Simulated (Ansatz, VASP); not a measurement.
**ScF3: VASP beside Ansatz**

Contents of INCAR:

```
SYSTEM = ScF3
ALGO     = Normal         ! electronic algorithm
EDIFF    = 1E-7           ! SCF threshold, eV
ENCUT    = 520            ! plane-wave cutoff, eV
GGA      = CA             ! functional
ISIF     = 2              ! what is computed and relaxed
ISMEAR   = 0              ! smearing method
LASPH    = .True.         ! aspherical terms in the spheres
LCHARG   = .True.         ! write CHGCAR
LELF     = .True.         ! ELF
LREAL    = .False.        ! projectors in reciprocal space
LVHAR    = .True.       
LWAVE    = .False.        ! write WAVECAR
NBANDS   = 24             ! bands
NELM     = 80             ! most SCF steps
PREC     = Accurate       ! precision mode
SIGMA    = 0.05           ! smearing width, eV
```

Contents of KPOINTS:

```
k-points
0
Gamma
  6 6 6
  0 0 0
```

File POSCAR:

```
ScF3
1.0
    4.0151136577      0.1042886664      0.1042886664
    0.1042886664      4.0151136577      0.1042886664
    0.1042886664      0.1042886664      4.0151136577
Sc F
1 3
Direct
    0.0000000000      0.0000000000      0.0000000000
    0.5000000000      0.0000000000      0.0000000000
    0.0000000000      0.5000000000      0.0000000000
    0.0000000000      0.0000000000      0.5000000000
```

Input for Ansatz:

```yaml
crystal:
  lattice:
    - [4.0151136577, 0.1042886664, 0.1042886664]
    - [0.1042886664, 4.0151136577, 0.1042886664]
    - [0.1042886664, 0.1042886664, 4.0151136577]
  atoms:
    - { symbol: Sc, position: [0.0, 0.0, 0.0] }
    - { symbol: F, position: [0.5, 0.0, 0.0] }
    - { symbol: F, position: [0.0, 0.5, 0.0] }
    - { symbol: F, position: [0.0, 0.0, 0.5] }
basis:
  ecutwfc: 420
kpoints:
  mp_grid: { grid: [6, 6, 6] }
hamiltonian:
  xc: lda
scf:
  occupations: { method: gaussian, width: 0.05 }
output:
  forces: true
  stress: true
  eigenvalues: true
```

Alike in both runs: task single point; functional LDA; k mesh 6 × 6 × 6; occupations gaussian, width 0.05 eV; no spin polarisation.

|  | VASP | Ansatz |
| --- | --- | --- |
| version | VASP 6.6.1 | Ansatz 0.2.0 |
| potentials or method | VASP PAW LDA potentials, release 64 (Sc_sv, F), cutoff 520 eV | scalar-relativistic, plane waves, PAW |
| valence electrons in the cell | 32 | 32 |

|  | VASP | Ansatz | Ansatz less VASP |
| --- | --- | --- | --- |
| gap on the k mesh at the Fermi level (eV) | 6.11 | 6.13 | +0.028 |
| least direct gap on the mesh (eV) | 6.52 | 6.56 | +0.033 |
| pressure (GPa) | -2.6 | -3.2 | -0.66 |
| traceless stress, the component that is largest in VASP (GPa) | -1.03 | -1.08 | -0.049 |

LDA's correlation is that of Perdew and Zunger in VASP and of Perdew and Wang (1992) in Ansatz.
